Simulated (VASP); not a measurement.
# HfIn4SiO6 (P1) in VASP: settings compared, part 2 of 2

VASP 6.6.1. The steps go on from the part before.

### Step 3. Single point, revPBE

Contents of INCAR:

```
PREC     = Accurate       # precision mode
ENCUT    = 520            # plane-wave cutoff, eV
EDIFF    = 1E-6           # SCF threshold, eV
ISMEAR   = -1             # smearing method
SIGMA    = 0.05           # smearing width, eV
LREAL    = False          # projectors in reciprocal space
LASPH    = True           # aspherical terms in the spheres
NELM     = 80             # most SCF steps
ALGO     = Normal         # electronic algorithm
ISIF     = 2              # what is computed and relaxed
LWAVE    = False          # write WAVECAR
LCHARG   = True           # write CHGCAR
GGA      = RE             # functional
LELF     = True           # ELF
LVHAR    = True         
NBANDS   = 63             # bands
```

Contents of KPOINTS:

```
Automatic mesh
0
Gamma
  4 4 3
```

Contents of POSCAR:

```
HfIn4SiO6
1.0
    5.6986700000      0.0038100000      0.0155900000
   -0.7050600000      6.1081500000     -0.0057500000
   -2.7371800000     -1.3955700000      6.6307600000
Hf In Si O
1 4 1 6
Direct
    0.1179300000      0.0155600000      0.1329200000
    0.3884200000      0.9990100000      0.7289100000
    0.7586500000      0.0084200000      0.4958600000
    0.2346100000      0.4884100000      0.5330000000
    0.5964900000      0.4821100000      0.2052800000
    0.8677800000      0.4402900000      0.8554400000
    0.5531600000      0.3873800000      0.7929000000
    0.9345400000      0.3848300000      0.6559600000
    0.9841400000      0.2621800000      0.0034700000
    0.9908300000      0.6980600000      0.9845200000
    0.0866500000      0.0649300000      0.3937400000
    0.4868000000      0.1088300000      0.2179900000
```

Potentials or basis: VASP PAW PBE potentials, release 64 (Hf_pv, In_d, Si, O).

Started as:

```sh
cat potpaw_PBE.64/Hf_pv/POTCAR potpaw_PBE.64/In_d/POTCAR potpaw_PBE.64/Si/POTCAR potpaw_PBE.64/O/POTCAR > POTCAR
mpirun -np 1 vasp_std > vasp.out
```

OUTCAR:

```text
PREC = Accurate
   ENCUT = 520
   EDIFF = 1E-6
   ISMEAR = -1
   LREAL = False
   LASPH = True
   NELM = 80
   ISIF = 2
   GGA = RE

 ion  position               nearest neighbor table
   1  0.118  0.016  0.133-  12 1.94  11 1.96   9 1.98  10 1.99   5 3.56   4 3.61   3 3.64   2 3.80
                             3 3.91
   2  0.388  0.999  0.729-   7 2.37  11 2.54   4 3.13   3 3.17   3 3.36   6 3.37   4 3.58   1 3.80
                             5 3.93
   3  0.759  0.008  0.496-  11 2.27  12 2.27   8 2.35   2 3.17   6 3.27   2 3.36   5 3.42   1 3.64
                             4 3.68   5 3.85   1 3.91
   4  0.235  0.488  0.533-   8 2.28   7 2.31  11 2.57   2 3.13   5 3.52   6 3.57   2 3.58   1 3.61
                             3 3.68   5 3.70
   5  0.596  0.482  0.205-  12 2.33   7 2.89   3 3.42   6 3.44   4 3.52   1 3.56   4 3.70   3 3.85
                             2 3.93
   6  0.868  0.440  0.855-   8 1.64  10 1.65   7 1.66   9 1.67   3 3.27   2 3.37   5 3.44   4 3.57

   7  0.553  0.387  0.793-   6 1.66   4 2.31   2 2.37   5 2.89
   8  0.935  0.385  0.656-   6 1.64   4 2.28   3 2.35
   9  0.984  0.262  0.003-   6 1.67   1 1.98
  10  0.991  0.698  0.985-   6 1.65   1 1.99
  11  0.087  0.065  0.394-   1 1.96   3 2.27   2 2.54   4 2.57
  12  0.487  0.109  0.218-   1 1.94   3 2.27   5 2.33
[... 221 lines left out ...]
      5     -14.6527      2.00000
      6     -14.5706      2.00000
[... 1573 lines left out ...]
     62       9.4724      0.00000
     63       9.6891      0.00000

 [... further k-points ...]
[... 5 lines left out ...]
  --------------------------------------------------------------------------------------
  -------------------------------------------------------------------------------------
  Total        2.1973343      2.3004773      2.2485791      0.1199544     -0.0613017      0.0611840
  in kB       15.2367923     15.9520087     15.5921349      0.8317901     -0.4250795      0.4242629
  external PRESSURE =      15.5936453 kB  Pullay stress =       0.0000000 kB

 VOLUME and BASIS-vectors are now :
 -----------------------------------------------------------------------------
  energy-cutoff  :      520.00
  volume of cell :      231.05
      direct lattice vectors                 reciprocal lattice vectors
     5.698670000  0.003810000  0.015590000     0.175256360  0.020301860  0.076618800
    -0.705060000  6.108150000 -0.005750000    -0.000203503  0.163724560  0.034374953
    -2.737180000 -1.395570000  6.630760000    -0.000412233  0.000094244  0.150661941

 POSITION                                       TOTAL-FORCE (eV/Angst)
 -----------------------------------------------------------------------------------
      0.29725     -0.09001      0.88311         0.000713     -0.007573     -0.021678
     -0.48604      5.08634      4.83354        -0.002013     -0.088157      0.029078
      2.96010     -0.63769      3.29971        -0.050252     -0.136209      0.061118
     -0.46631      2.24034      3.53504         0.037535      0.109252     -0.083059
      2.49739      2.66059      1.36769        -0.003411      0.087117      0.025900
      2.29327      1.49884      5.68321         0.005739     -0.002844      0.032217
      0.70884      1.26174      5.26393        -0.098879      0.020478      0.010045
      3.25883      1.43872      4.36187         0.038696      0.039623     -0.058054
      5.41394      1.60034      0.03684         0.039883     -0.117781      0.083281
      2.45943      2.89366      6.53955         0.014964      0.138059      0.074108
     -0.62973     -0.15256      2.61177         0.050719     -0.010230     -0.084106
      2.10070      0.36238      1.45240        -0.033694     -0.031735     -0.068851
 -----------------------------------------------------------------------------------
    total drift:                                0.000123      0.000153      0.000884

  FREE ENERGIE OF THE ION-ELECTRON SYSTEM (eV)
  ---------------------------------------------------
  free  energy   TOTEN  =       -73.9025265094 eV

  energy  without entropy=      -73.9025191760  energy(sigma->0) =      -73.90252284
```

OSZICAR:

```text
N       E                     dE             d eps       ncg     rms          rms(c)
DAV:   1     0.132894792911E+04    0.13289E+04   -0.46978E+04  3291   0.192E+03
DAV:   2     0.190402983488E+03   -0.11385E+04   -0.10853E+04  3500   0.550E+02
DAV:   3    -0.650238204447E+02   -0.25543E+03   -0.24774E+03  3854   0.245E+02
DAV:   4    -0.873038109936E+02   -0.22280E+02   -0.22059E+02  4280   0.741E+01
DAV:   5    -0.880418768325E+02   -0.73807E+00   -0.73551E+00  4128   0.129E+01    0.597E+01
DAV:   6    -0.739212257225E+02    0.14121E+02   -0.67282E+01  5040   0.397E+01    0.443E+01
DAV:   7    -0.738878700196E+02    0.33356E-01   -0.61992E+00  4208   0.116E+01    0.283E+01
DAV:   8    -0.739247338701E+02   -0.36864E-01   -0.10832E+00  4721   0.590E+00    0.483E+00
DAV:   9    -0.738979246573E+02    0.26809E-01   -0.31454E-01  4688   0.293E+00    0.325E+00
DAV:  10    -0.739006011668E+02   -0.26765E-02   -0.43333E-02  4113   0.992E-01    0.279E+00
DAV:  11    -0.739013701159E+02   -0.76895E-03   -0.14444E-02  4912   0.702E-01    0.143E+00
DAV:  12    -0.739020709227E+02   -0.70081E-03   -0.19235E-03  3826   0.246E-01    0.684E-01
DAV:  13    -0.739023848291E+02   -0.31391E-03   -0.16377E-03  4480   0.179E-01    0.179E-01
DAV:  14    -0.739024315531E+02   -0.46724E-04   -0.16430E-04  4410   0.762E-02    0.141E-01
DAV:  15    -0.739025135347E+02   -0.81982E-04   -0.11736E-04  4041   0.488E-02    0.284E-02
DAV:  16    -0.739025223252E+02   -0.87905E-05   -0.13215E-05  3728   0.218E-02    0.180E-02
DAV:  17    -0.739025262158E+02   -0.38906E-05   -0.22052E-05  3257   0.223E-02    0.100E-02
DAV:  18    -0.739025265094E+02   -0.29355E-06   -0.38697E-06  3584   0.124E-02
   1 F= -.73902527E+02 E0= -.73902523E+02  d E =-.733333E-05
```

stdout:

```text
POSCAR found type information on POSCAR HfInSiO
 POSCAR found :  4 types and      12 ions
 scaLAPACK will be used
 -----------------------------------------------------------------------------
|                                                                             |
|                                                                             |
|     You enforced a specific xc type in the INCAR file but a different       |
|     I HOPE YOU KNOW WHAT YOU ARE DOING!                                     |
|                                                                             |
 -----------------------------------------------------------------------------

 LDA part: xc-table for (Slater+PW92), standard interpolation
 POSCAR, INCAR and KPOINTS ok, starting setup
 FFT: planning ... GRIDC
 FFT: planning ... GRID_SOFT
 FFT: planning ... GRID
 WAVECAR not read
 entering main loop
```

Run time: 5.7 min. Hardware: 1 thread of Intel Xeon Platinum 8488C (Sapphire Rapids), shared host; peak memory 0.53 GiB.

Results:

```
Free energy            : -73.9025 eV
Pressure               : 1.6 GPa
Largest force          : 0.158 eV/Å
Band gap on the k mesh : 1.00 eV (least direct gap 1.17 eV)
```

Forces on the atoms (eV/Å):
```
Hf   0.001 -0.008 -0.022
In  -0.002 -0.088  0.029
In  -0.050 -0.136  0.061
In   0.038  0.109 -0.083
In  -0.003  0.087  0.026
Si   0.006 -0.003  0.032
O   -0.099  0.020  0.010
O    0.039  0.040 -0.058
O    0.040 -0.118  0.083
O    0.015  0.138  0.074
O    0.051 -0.010 -0.084
O   -0.034 -0.032 -0.069
```

Stress tensor (GPa, compression positive):
```
 1.52  0.08  0.04
 0.08  1.60 -0.04
 0.04 -0.04  1.56
```

Levels at points of the mesh, in eV from the valence-band top:
| k point | band 47 | band 48 | band 49 | band 50 | band 51 | band 52 | band 53 | band 54 | band 55 | band 56 |
| --- | --- | --- | --- | --- | --- | --- | --- | --- | --- | --- |
| (0.00, 0.00, 0.00) | -3.00 | -2.66 | -1.91 | -0.57 | 0.00 | 1.17 | 2.17 | 2.24 | 3.19 | 3.26 |
| (0.50, 0.00, 0.00) | -2.91 | -2.64 | -2.51 | -1.23 | -0.72 | 1.61 | 2.44 | 2.70 | 2.84 | 3.21 |
| (0.00, 0.50, 0.00) | -2.65 | -2.40 | -2.31 | -1.05 | -0.03 | 1.41 | 1.87 | 2.19 | 2.43 | 2.96 |
| (0.50, 0.50, 0.00) | -2.87 | -2.30 | -2.04 | -1.21 | -0.86 | 1.66 | 2.05 | 2.17 | 2.43 | 3.15 |

Caveat: the PAW data sets were made with another functional, which shifts forces and pressure a little; spin-orbit coupling is left out, which moves the levels of the heavy elements.

### Step 4. Single point, LDA

Contents of INCAR:

```
PREC = Accurate ; ENCUT = 520
EDIFF = 1E-6 ; ISMEAR = -1
SIGMA = 0.05 ; LREAL = False
LASPH = True ; NELM = 100
ALGO = Normal ; ISIF = 2
LWAVE = False ; LCHARG = True
GGA = CA ; LELF = True
LVHAR = True ; NBANDS = 63
```

KPOINTS is that of step 3.

POSCAR is that of step 3.

Potentials or basis: VASP PAW LDA potentials, release 64 (Hf_pv, In_d, Si, O).

Started as:

```sh
cat potpaw_LDA.64/Hf_pv/POTCAR potpaw_LDA.64/In_d/POTCAR potpaw_LDA.64/Si/POTCAR potpaw_LDA.64/O/POTCAR > POTCAR
mpirun -np 1 vasp_std > vasp.out
```

Wall time 7.4 min (1 thread of Intel Xeon Platinum 8259CL at 2.50GHz (Skylake/Cascade Lake), shared host); peak memory 0.47 GiB.

It converged, with:

```
Free energy            : -85.7011 eV
Pressure               : -5.9 GPa
Largest force          : 0.487 eV/Å
Band gap on the k mesh : 0.93 eV (least direct gap 1.15 eV)
```

Forces in eV/Å, atoms in the order of the input:
```
Hf   0.083  0.184  0.176
In   0.026  0.271 -0.164
In   0.135  0.415 -0.171
In  -0.132 -0.335  0.238
In   0.006 -0.281 -0.037
Si  -0.013 -0.047  0.038
O    0.192 -0.072 -0.072
O   -0.015 -0.118  0.090
O    0.100 -0.244  0.047
O   -0.019  0.199  0.116
O    0.122  0.055 -0.278
O   -0.486 -0.027  0.018
```

Stress tensor (GPa, compression positive):
```
-5.64 -0.26 -0.09
-0.26 -6.39 -0.09
-0.09 -0.09 -5.81
```

Levels at points of the mesh, in eV from the valence-band top:
```csv
k point,band 48,band 49,band 50,band 51,band 52,band 53,band 54,band 55
"(0.00, 0.00, 0.00)",-2.60,-1.87,-0.55,0.00,1.15,2.13,2.20,3.07
"(0.50, 0.00, 0.00)",-2.58,-2.45,-1.22,-0.69,1.53,2.39,2.62,2.78
"(0.00, 0.50, 0.00)",-2.35,-2.26,-1.03,-0.03,1.39,1.77,2.16,2.35
"(0.50, 0.50, 0.00)",-2.24,-2.00,-1.19,-0.83,1.63,1.97,2.10,2.36
```

Caveat: the cell stands under tension; spin-orbit coupling is left out, which moves the levels of the heavy elements. A k mesh can miss the band edges.

### Step 5. Summary

```csv
level,potentials or basis,gap on the mesh (eV),pressure (GPa),largest force (eV/Å)
PBE,"VASP PAW PBE potentials, release 64 (Hf_pv, In_d, Si, O)",0.97,-0.2,0.17
revPBE,"VASP PAW PBE potentials, release 64 (Hf_pv, In_d, Si, O)",1.00,1.6,0.16
LDA,"VASP PAW LDA potentials, release 64 (Hf_pv, In_d, Si, O)",0.93,-5.9,0.49
```

Alike in all rows: task single point; no spin polarisation; cell as given; k mesh 4 × 4 × 3; cutoff (eV) 520; smearing fermi-dirac 0.05 eV.

Caveats: spin-orbit coupling is left out, which moves the levels of the heavy elements; the PAW data sets were made with another functional, which shifts forces and pressure a little (at least some runs); the cell stands under tension (at least some runs).

Total energies depend on the potentials used, so only differences within one code and one set of settings carry meaning.
